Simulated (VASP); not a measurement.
Write the native input for VASP 6.6.1 that does the following.

```yaml
Task: single point
Functional: PBE
Potentials_or_basis: VASP PAW PBE potentials, release 64 (Ti_sv)
Cutoff: 520 eV
k_mesh: 20 × 20 × 20
Occupations: gaussian, width 0.15 eV
Spin: no spin polarisation
Dipole_correction: no
Further_INCAR_settings: ALGO = Fast; EDIFF = 1e-06; NBANDS = 12
```

The structure of Ti lies in POSCAR:

```
Ti
1.0
   -1.6872708295      1.6872708295      1.3834758164
    1.6872708295     -1.6872708295      1.3834758164
    1.5679663855      1.5679663855     -1.3834758164
Ti
1
Direct
    0.0000000000      0.0000000000      0.0000000000
```

This cell differs from its parent crystal: engineering shear strain xy -0.0733, normal strain along z -0.1500.

These files were run (other wordings do the same):

INCAR

```
SYSTEM = Ti
PREC = Accurate ; ENCUT = 520
EDIFF = 1E-6 ; ISMEAR = 0
SIGMA = 0.15 ; LREAL = .False.
LASPH = .True. ; NELM = 60
ALGO = Fast ; ISIF = 2
LWAVE = .False. ; LCHARG = .True.
GGA = PE ; LELF = .True.
LVHAR = .True. ; NBANDS = 12
```

KPOINTS

```
Automatic mesh
0
Gamma
  20 20 20
  0 0 0
```

Potentials or basis: VASP PAW PBE potentials, release 64 (Ti_sv).

Command:

```sh
$ cat potpaw_PBE.64/Ti_sv/POTCAR > POTCAR
$ mpirun -np 1 vasp_std > vasp.out
```

Results of the run:

The pressure is 22.1 GPa and the band gap on the k mesh is zero (bands 6 and 7 overlap by 1.41 eV).

Caveat: the cell differs from its parent crystal (engineering shear strain xy -0.0733, normal strain along z -0.1500); the cell stands under pressure.

Run time: 6.3 min on 1 thread of Intel Xeon 8259CL, with other jobs on the host, peak memory 0.31 GiB.
